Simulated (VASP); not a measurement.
Write the native input for VASP 6.6.1 that does the following.

```
Task                   : single point
Functional             : PBEsol
Potentials or basis    : VASP PAW PBE potentials, release 64 (Sn_d)
Cutoff                 : 520 eV
k mesh                 : 22 × 22 × 22
Occupations            : gaussian, width 0.1 eV
Spin                   : no spin polarisation
Dipole correction      : no
Further INCAR settings : ALGO = Fast; EDIFF = 1e-07; NBANDS = 13
```

The structure of Sn lies in POSCAR:

```
Sn
1.0
   -1.7178518482      1.7182126674      2.2401236366
    1.7178518482     -1.7182126674      2.2401236366
    1.7178518482      1.7182126674     -2.2401236366
Sn
1
Direct
    0.0000000000      0.0000000000      0.0000000000
```

One way to write it, as run:

INCAR

```
SYSTEM = Sn
ALGO = Fast ; EDIFF = 1E-7
ENCUT = 520 ; GGA = PS
ISIF = 2 ; ISMEAR = 0
LASPH = .True. ; LCHARG = .True.
LELF = .True. ; LREAL = .False.
LVHAR = .True. ; LWAVE = .False.
NBANDS = 13 ; NELM = 100
PREC = Accurate ; SIGMA = 0.1
```

KPOINTS

```
k-points
0
Gamma
  22 22 22
  0 0 0
```

Potentials or basis: VASP PAW PBE potentials, release 64 (Sn_d).

Run with:

```bash
$ cat potpaw_PBE.64/Sn_d/POTCAR > POTCAR
$ mpirun -np 1 vasp_std > vasp.out
```

It gave:

The pressure is 0.0 GPa and the band gap on the k mesh is zero (band 7 reaches 16.13 eV, above the bottom of band 8 at 6.05 eV).

Caveat: the PAW data sets were made with another functional, which shifts forces and pressure a little; spin-orbit coupling is left out, which moves the levels of the heavy elements.

Wall time 16 min on 1 thread of Oxide Virtual Turin-like Processor, on a shared host, peak memory 0.54 GiB.
